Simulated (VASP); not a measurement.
# Ni: single point with PBEsol

Ni:

```xyz
1
Lattice="0.0000 1.7320 1.7320 1.7320 0.0000 1.7320 1.7320 1.7320 0.0000" Properties=species:S:1:pos:R:3 pbc="T T T"
Ni    0.0000    0.0000    0.0000
```

```
Program             : VASP 6.6.1
Task                : single point
Functional          : PBEsol
Potentials or basis : VASP PAW PBE potentials, release 64 (Ni)
Cutoff              : 520 eV
k mesh              : 15 × 15 × 15
Occupations         : fermi-dirac, width 0.05 eV
Spin                : collinear spin, ferromagnetic start
Starting moments    : [1.5] μB
```

- Pressure: 0.0 GPa
- Net moment: 0.64 μB per cell
- Site moments: Ni +0.64 μB
- Valence electrons inside the program's atomic spheres: Ni 9.40

Levels at points of the mesh, in eV from the Fermi level:
Spin up:
| k point | band 1 | band 2 | band 3 | band 4 | band 5 | band 6 | band 7 | band 8 | band 9 | band 10 |
| --- | --- | --- | --- | --- | --- | --- | --- | --- | --- | --- |
| (0.00, 0.00, 0.00) | -9.38 | -2.55 | -2.55 | -2.55 | -1.30 | -1.30 | 24.09 | 28.29 | 28.29 | 28.29 |
Spin down:
| k point | band 1 | band 2 | band 3 | band 4 | band 5 | band 6 | band 7 | band 8 | band 9 | band 10 |
| --- | --- | --- | --- | --- | --- | --- | --- | --- | --- | --- |
| (0.00, 0.00, 0.00) | -9.39 | -1.82 | -1.82 | -1.82 | -0.68 | -0.68 | 23.98 | 28.29 | 28.29 | 28.29 |

It took 27 s on 1 thread of AMD EPYC 7R13 Processor (Zen 3) (shared host), peak memory 0.11 GiB.

Caveat: the PAW data sets were made with another functional, which shifts forces and pressure a little.
